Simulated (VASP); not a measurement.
# TeRu (P-6m2) in VASP: single point with PBEsol+U

Aim: the single point of TeRu with PBEsol+U.

All numbers are computed with VASP 6.6.1; they aren't measurements. Logs are shortened: lines on timing, memory, paths and dates and some standing lists are left out, and cuts for length are marked.

### Step 1. The cell of the first run

The structure is hexagonal, space group P-6m2 (No. 187). The conventional cell has a = 3.795 Å, b = 3.795 Å, c = 3.704 Å, α = 90.00°, β = 90.00°, γ = 120.00°. Within 3.8 Å of Ru (site symmetry -6m2) lie 6 Te at 2.87 Å and 8 Ru at 3.70 to 3.80 Å. Within 3.8 Å of Te (site symmetry -6m2) lie 6 Ru at 2.87 Å and 8 Te at 3.70 to 3.80 Å.

### Step 2. Single point, PBEsol+U, collinear spin, ferromagnetic start

File INCAR:

```
ALGO = Normal ; EDIFF = 1E-6
ENCUT = 520 ; GGA = PS
ISIF = 2 ; ISMEAR = 0
ISPIN = 2 ; LASPH = T
LCHARG = T ; LDAU = T
LDAUJ = 0 0 ; LDAUL = 2 -1
LDAUPRINT = 1 ; LDAUTYPE = 2
LDAUU = 4 0 ; LELF = T
LMAXMIX = 4 ; LORBIT = 11
LREAL = F ; LVHAR = T
LWAVE = F ; MAGMOM = 1 0
NBANDS = 21 ; NELM = 150
PREC = Accurate ; SIGMA = 0.05
```

File KPOINTS:

```
k-points
0
Gamma
  6 6 5
```

File POSCAR:

```
TeRu
1.0
    3.7950828900      0.0000000000      0.0000000000
   -1.8975414500      3.2866381900      0.0000000000
    0.0000000000      0.0000000000      3.7038128800
Ru Te
1 1
Direct
    0.0000000000      0.0000000000      0.0000000000
    0.6666666667      0.3333333333      0.5000000000
```

Potentials or basis: VASP PAW PBE potentials, release 64 (Ru_pv, Te).

The run is started by

```bash
$ cat potpaw_PBE.64/Ru_pv/POTCAR potpaw_PBE.64/Te/POTCAR > POTCAR
$ mpirun -np 1 vasp_std > vasp.out
```

OUTCAR:

```text
EDIFF = 1E-6
   ENCUT = 520
   GGA = PS
   ISIF = 2
   ISMEAR = 0
   ISPIN = 2
   LASPH = T
   LORBIT = 11
   LREAL = F
   NELM = 150
   PREC = Accurate

 ion  position               nearest neighbor table
   1  0.000  0.000  0.000-   2 2.87   2 2.87   2 2.87   2 2.87   2 2.87   2 2.87
   2  0.667  0.333  0.500-   1 2.87   1 2.87   1 2.87   1 2.87   1 2.87   1 2.87

  LATTYP: Found a hexagonal cell.
 ALAT       =     3.7950828900
 C/A-ratio  =     0.9759504568

  Lattice vectors:

 A1 = (   3.7950828900,   0.0000000000,   0.0000000000)
 A2 = (  -1.8975414500,   3.2866381900,   0.0000000000)
 A3 = (   0.0000000000,   0.0000000000,   3.7038128800)

Analysis of symmetry for initial positions (statically):
=====================================================================
 Subroutine PRICEL returns:
 Original cell was already a primitive cell.

 Routine SETGRP: Setting up the symmetry group for a
 hexagonal supercell.

 Subroutine GETGRP returns: Found 12 space group operations
 (whereof 12 operations were pure point group operations)
 out of a pool of 24 trial point group operations.

The static configuration has the point symmetry D_3h.

Analysis of symmetry for dynamics (positions and initial velocities):
=====================================================================
 Subroutine PRICEL returns:
 Original cell was already a primitive cell.

 Routine SETGRP: Setting up the symmetry group for a
 hexagonal supercell.

 Subroutine GETGRP returns: Found 12 space group operations
 (whereof 12 operations were pure point group operations)
 out of a pool of 24 trial point group operations.

The dynamic configuration has the point symmetry D_3h.

Analysis of structural, dynamic, and magnetic symmetry:
=====================================================================
 Subroutine PRICEL returns:
 Original cell was already a primitive cell.

 Routine SETGRP: Setting up the symmetry group for a
 hexagonal supercell.

 Subroutine GETGRP returns: Found 12 space group operations
 (whereof 12 operations were pure point group operations)
 out of a pool of 24 trial point group operations.

The overall configuration has the point symmetry D_3h.

 Subroutine INISYM returns: Found 12 space group operations
 (whereof 12 operations are pure point group operations),
 and found     1 'primitive' translations

----------------------------------------------------------------------------------------

                                     Primitive cell

  volume of cell :      46.1979

  direct lattice vectors                    reciprocal lattice vectors
     3.795082890  0.000000000  0.000000000     0.263498856  0.152131136  0.000000000
    -1.897541450  3.286638190  0.000000000     0.000000000  0.304262271  0.000000000
     0.000000000  0.000000000  3.703812880     0.000000000  0.000000000  0.269992041

  length of vectors
     3.795082890  3.795082891  3.703812880     0.304262271  0.304262271  0.269992041

  position of ions in fractional coordinates (direct lattice)
     0.000000000  0.000000000  0.000000000
     0.666666667  0.333333333  0.500000000

  ion indices of the primitive-cell ions
   primitive index   ion index
                 1           1
                 2           2

----------------------------------------------------------------------------------------

 KPOINTS: k-points

Automatic generation of k-mesh.
 Grid dimensions read from file:
 generate k-points for:    6    6    5

 Generating k-lattice:

  Cartesian coordinates                     Fractional coordinates (reciprocal lattice)
     0.043916476  0.025355189  0.000000000     0.166666667  0.000000000  0.000000000
     0.000000000  0.050710379  0.000000000     0.000000000  0.166666667  0.000000000
     0.000000000  0.000000000  0.053998408     0.000000000  0.000000000  0.200000000

  Length of vectors
     0.050710379  0.050710379  0.053998408

  Shift w.r.t. Gamma in fractional coordinates (k-lattice)
     0.000000000  0.000000000  0.000000000

 Subroutine IBZKPT returns following result:
 ===========================================

 Found     21 irreducible k-points:

 Following reciprocal coordinates:
            Coordinates               Weight
  0.000000  0.000000  0.000000      1.000000
  0.166667  0.000000  0.000000      6.000000
  0.333333  0.000000  0.000000      6.000000
  0.500000 -0.000000  0.000000      3.000000
  0.166667  0.166667  0.000000      6.000000
  0.333333  0.166667  0.000000     12.000000
[... 13 lines left out ...]
  0.333333  0.166667  0.400000     24.000000
  0.333333  0.333333  0.400000      4.000000
   k-points           NKPTS =     21   k-points in BZ     NKDIM =     21   number of bands    NBANDS=     21
   number of dos      NEDOS =    301   number of ions     NIONS =      2
   total plane-waves  NPLWV =  21952
   dimension x,y,z NGX =    28 NGY =   28 NGZ =   28
   dimension x,y,z NGXF=    56 NGYF=   56 NGZF=   56
   ions per type =               1   1
   NGX,Y,Z   is equivalent  to a cutoff of  12.27, 12.27, 12.57 a.u.
   NGXF,Y,Z  is equivalent  to a cutoff of  24.53, 24.53, 25.14 a.u.
 SYSTEM =  unknown system
   PREC   = accura    normal or accurate (medium, high low for compatibility)
   ISTART =      0    job   : 0-new  1-cont  2-samecut
   ICHARG =      2    charge: 1-file 2-atom 10-const
   ISPIN  =      2    spin polarized calculation?
   LNONCOLLINEAR =      F non collinear calculations
   LSORBIT =      F    spin-orbit coupling
   LASPH  =      T    aspherical Exc in radial PAW
   ENCUT  =  520.0 eV  38.22 Ry    6.18 a.u.   7.06  7.06  6.89*2*pi/ulx,y,z
   NELM   =    150;   NELMIN=  2; NELMDL= -5     # of ELM steps
   EDIFF  = 0.1E-05   stopping-criterion for ELM
   LREAL  =      F    real-space projection
   EDIFFG = 0.1E-04   stopping-criterion for IOM
   NSW    =      0    number of steps for IOM
   IBRION =     -1    ionic relax: 0-MD 1-quasi-New 2-CG
   NFREE  =      0    steps in history (QN), initial steepest desc. (CG)
   ISIF   =      2    stress and relaxation
   ISYM   =      2    0-nonsym 1-usesym 2-fastsym
   POTIM  = 0.5000    time-step for ionic-motion
   TEBEG  =    0.0;   TEEND  =   0.0 temperature during run
   PSTRESS=    0.0 pullay stress
   NELECT =      20.0000    total number of electrons
   NUPDOWN=      -1.0000    fix difference up-down
   EMIN   =  10.00;   EMAX   =-10.00  energy-range for DOS
   EFERMI =   0.00;   METHOD = LEGACY
   ISMEAR =     0;   SIGMA  =   0.05  broadening in eV -4-tet -1-fermi 0-gaus
   EFERMI_NEDOS =   21; number of points for ismear=-14 and -15
   IALGO  =     38    algorithm
   IMIX   =      4    mixing-type and parameters
     AMIX     =   0.40;   BMIX     =  1.00
     AMIX_MAG =   1.60;   BMIX_MAG =  1.00
  volume/ion in A,a.u.               =      23.10       155.88
  Fermi-wavevector in a.u.,A,eV,Ry     =   1.238447  2.340326 20.867949  1.533751
  Thomas-Fermi vector in A             =   2.372972
   LORBIT       =     11    0 simple, 1 ext, 2 COOP (PROOUT), +10 PAW based schemes
 LDA+U is selected, type is set to LDAUTYPE =  2
   angular momentum for each species LDAUL =     2   -1
   U (eV)           for each species LDAUU =   4.0  0.0
   J (eV)           for each species LDAUJ =   0.0  0.0
   GGA     = PS    functional components
   LHFCALC =     F    Hartree Fock is set to
   AEXX    =    0.0000 exact exchange contribution
   IVDW    =     0    specifies the selected vdW correction
   LEPSILON=     F    determine dielectric tensor
   LRPA    =     F    only Hartree local field effects (RPA)
 spin polarized calculation
 Gauss-broadening in eV      SIGMA  =   0.05
  energy-cutoff  :      520.00
  volume of cell :       46.20
 maximum number of plane-waves:      1262
   NGX = 15   NGY = 15   NGZ = 13

atom =   1  type =  1  l = 2

 onsite density matrix

spin component  1

  0.8423 -0.0000  0.0000 -0.0000  0.0000
 -0.0000  0.7887  0.0000 -0.0000  0.0000
  0.0000  0.0000  0.8800  0.0000 -0.0000
 -0.0000 -0.0000  0.0000  0.7887 -0.0000
  0.0000  0.0000 -0.0000 -0.0000  0.8423

spin component  2

  0.5019  0.0000  0.0000 -0.0000  0.0000
  0.0000  0.3985 -0.0000 -0.0000 -0.0000
  0.0000 -0.0000  0.1563 -0.0000 -0.0000
 -0.0000 -0.0000 -0.0000  0.3985 -0.0000
  0.0000 -0.0000 -0.0000 -0.0000  0.5019

 occupancies and eigenvectors

  o =  0.1563  v =  0.0000  0.0000  0.0000  0.0000  0.0000  0.0000 -0.0000 -1.0000 -0.0000 -0.0000      0.0000  0.0000  0.0000  0.0000  0.0000  0.0000  0.0000  0.0000  0.0000  0.0000
  o =  0.3985  v =  0.0000  0.0000  0.0000  0.0000  0.0000 -0.0000 -0.8378  0.0000 -0.5459  0.0000      0.0000  0.0000  0.0000  0.0000  0.0000  0.0000  0.0000  0.0000  0.0000  0.0000
  o =  0.3985  v =  0.0000  0.0000  0.0000  0.0000  0.0000 -0.0000  0.5459 -0.0000 -0.8378 -0.0000      0.0000  0.0000  0.0000  0.0000  0.0000  0.0000  0.0000  0.0000  0.0000  0.0000
  o =  0.5019  v =  0.0000  0.0000  0.0000  0.0000  0.0000  0.9681 -0.0000  0.0000 -0.0000 -0.2504      0.0000  0.0000  0.0000  0.0000  0.0000  0.0000  0.0000  0.0000  0.0000  0.0000
  o =  0.5019  v =  0.0000  0.0000  0.0000  0.0000  0.0000  0.2504  0.0000 -0.0000  0.0000  0.9681      0.0000  0.0000  0.0000  0.0000  0.0000  0.0000  0.0000  0.0000  0.0000  0.0000
  o =  0.7887  v = -0.0000 -0.8378 -0.0000 -0.5459 -0.0000  0.0000  0.0000  0.0000  0.0000  0.0000      0.0000  0.0000  0.0000  0.0000  0.0000  0.0000  0.0000  0.0000  0.0000  0.0000
  o =  0.7887  v =  0.0000 -0.5459 -0.0000  0.8378 -0.0000  0.0000  0.0000  0.0000  0.0000  0.0000      0.0000  0.0000  0.0000  0.0000  0.0000  0.0000  0.0000  0.0000  0.0000  0.0000
  o =  0.8423  v =  0.9743  0.0000 -0.0000  0.0000 -0.2252  0.0000  0.0000  0.0000  0.0000  0.0000      0.0000  0.0000  0.0000  0.0000  0.0000  0.0000  0.0000  0.0000  0.0000  0.0000
  o =  0.8423  v =  0.2252 -0.0000  0.0000 -0.0000  0.9743  0.0000  0.0000  0.0000  0.0000  0.0000      0.0000  0.0000  0.0000  0.0000  0.0000  0.0000  0.0000  0.0000  0.0000  0.0000
  o =  0.8800  v = -0.0000  0.0000 -1.0000 -0.0000  0.0000  0.0000  0.0000  0.0000  0.0000  0.0000      0.0000  0.0000  0.0000  0.0000  0.0000  0.0000  0.0000  0.0000  0.0000  0.0000

 number of electron      19.9999995 magnetization       2.3202324

 Free energy of the ion-electron system (eV)
  ---------------------------------------------------
  ext. energy  EPLUGINS =         0.00000000
  ---------------------------------------------------
  free energy    TOTEN  =        -8.20389984 eV

  energy without entropy =       -8.20266774  energy(sigma->0) =       -8.20328379

 E-fermi :   8.3996     XC(G=0): -11.0215

 val. band max:        8.3284932988   @ k =   0.3333   0.0000   0.2000
 cond. band min:       8.4159551856   @ k =   0.3333   0.1667   0.0000
 fundamental gap:      0.0874618868
 Fermi energy:         8.3996221895

 spin component 1

 k-point     1 :       0.0000    0.0000    0.0000
  band No.  band energies     occupation
      1     -35.2322      1.00000
      2     -34.5648      1.00000
      3     -34.5648      1.00000
      4      -4.9140      1.00000
      5       3.5323      1.00000
      6       4.2192      1.00000
[... 13 lines left out ...]
     20      21.2706      0.00000
     21      21.2706      0.00000
[... 457 lines left out ...]
 k-point    21 :       0.3333    0.3333    0.4000
  band No.  band energies     occupation
      1     -35.2450      1.00000
      2     -34.5765      1.00000
      3     -34.5745      1.00000
      4      -2.9260      1.00000
      5       2.4618      1.00000
      6       2.9362      1.00000
[... 13 lines left out ...]
     20      22.9700      0.00000
     21      24.0087      0.00000
 Fermi energy:         8.3996221895

 spin component 2

 k-point     1 :       0.0000    0.0000    0.0000
  band No.  band energies     occupation
      1     -33.3527      1.00000
      2     -33.0532      1.00000
      3     -33.0532      1.00000
      4      -4.8203      1.00000
      5       5.8228      1.00000
      6       5.8228      1.00000
[... 13 lines left out ...]
     20      21.4686      0.00000
     21      21.5810      0.00000
[... 457 lines left out ...]
 k-point    21 :       0.3333    0.3333    0.4000
  band No.  band energies     occupation
      1     -33.3663      1.00000
      2     -33.0661      1.00000
      3     -33.0638      1.00000
      4      -2.7429      1.00000
      5       3.4634      1.00000
      6       3.6154      1.00000
[... 13 lines left out ...]
     20      23.2808      0.00000
     21      24.3234      0.00000

------------------------ aborting loop because EDIFF is reached ----------------------------------------

  FORCE on cell =-STRESS in cart. coord.  units (eV):
  Direction    XX          YY          ZZ          XY          YZ          ZX
  --------------------------------------------------------------------------------------
  -------------------------------------------------------------------------------------
  Total       -2.3250420     -2.3250420     -3.5852869      0.0000000      0.0000000     -0.0000000
  in kB      -80.6341812    -80.6341811   -124.3404118      0.0000001      0.0000000     -0.0000000
  external PRESSURE =     -95.2029247 kB  Pullay stress =       0.0000000 kB

 VOLUME and BASIS-vectors are now :
 -----------------------------------------------------------------------------
  energy-cutoff  :      520.00
  volume of cell :       46.20
      direct lattice vectors                 reciprocal lattice vectors
     3.795082890  0.000000000  0.000000000     0.263498856  0.152131136  0.000000000
    -1.897541450  3.286638190  0.000000000     0.000000000  0.304262271  0.000000000
     0.000000000  0.000000000  3.703812880     0.000000000  0.000000000  0.269992041

 POSITION                                       TOTAL-FORCE (eV/Angst)
 -----------------------------------------------------------------------------------
      0.00000      0.00000      0.00000        -0.000000      0.000000      0.000000
      1.89754      1.09555      1.85191         0.000000      0.000000      0.000000
 -----------------------------------------------------------------------------------
    total drift:                               -0.000000      0.000000      0.000000

  FREE ENERGIE OF THE ION-ELECTRON SYSTEM (eV)
  ---------------------------------------------------
  free  energy   TOTEN  =        -8.2038998445 eV

  energy  without entropy=       -8.2026677438  energy(sigma->0) =       -8.20328379

 total charge

# of ion       s       p       d       tot
------------------------------------------
    1        0.227   6.120   6.054  12.401
    2        1.378   1.868   0.078   3.323
--------------------------------------------------
tot          1.605   7.988   6.132  15.725

 magnetization (x)

# of ion       s       p       d       tot
------------------------------------------
    1        0.036   0.019   2.176   2.231
    2        0.046   0.004  -0.008   0.042
--------------------------------------------------
tot          0.082   0.023   2.168   2.272
```

Run time: 45 s. Hardware: 1 thread of Intel Xeon 8259CL, shared host; peak memory 0.19 GiB.

What came out:

| Property | Result |
| --- | --- |
| Free energy | -8.2039 eV |
| Pressure | -9.5 GPa |
| Net moment | 2.32 μB per cell |
| Site moments | Ru +2.23; Te +0.04 μB |
| Valence electrons inside the program's atomic spheres | Ru 12.40; Te 3.32 |

Eigenvalues of the final occupation matrices:
```tsv
site	spin	trace	eigenvalues
site 1 d	1	4.14	0.79 0.79 0.84 0.84 0.88
site 1 d	2	1.96	0.16 0.40 0.40 0.50 0.50
```

Caveat: the cell stands under tension; the PAW data sets were made with another functional, which shifts forces and pressure a little; spin-orbit coupling is left out, which moves the levels of the heavy elements; the U is typed as a test and isn't derived for this compound. The state reached can hang on the start; a lower one may exist.
